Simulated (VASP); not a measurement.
Be2Rh, 3 atoms in the cell. It takes space group R-3m (No. 166, trigonal). The conventional cell has a = 2.808 Å, b = 2.808 Å, c = 12.723 Å, α = 90.00°, β = 90.00°, γ = 120.00°. Be (site symmetry 3m) has 3 Rh at 1.94 Å within 2.6 Å. Within 2.6 Å of Rh (site symmetry -3m) lie 6 Be at 1.94 Å. 

| Quantity | Value |
| --- | --- |
| Program | VASP 6.6.1 |
| Task | relaxation of cell and atoms |
| Functional | PBE |
| Potentials or basis | VASP PAW PBE potentials, release 64 (Be, Rh_pv) |
| Cutoff | 600 eV |
| k mesh | 6 × 6 × 6 |
| Occupations | gaussian, width 0.1 eV |
| Spin | no spin polarisation |
| Dipole correction | no |
| Further INCAR settings | ALGO = Normal; EDIFF = 1e-06; IBRION = 2; EDIFFG = -0.04; NSW = 90; ISIF = 3 |

Potentials or basis: VASP PAW PBE potentials, release 64 (Be, Rh_pv).

Command:

```bash
$ cat potpaw_PBE.64/Be/POTCAR potpaw_PBE.64/Rh_pv/POTCAR > POTCAR
$ mpirun -np 1 vasp_std > vasp.out
```

Hardware: 1 thread of AMD EPYC 7571, on a shared host.

Estimate the wall time of this run.

Run time: 7.3 min on 1 thread of AMD EPYC 7571 (shared host), peak memory 0.19 GiB. Counts: scf iterations 99, k points 32, ion steps 11.
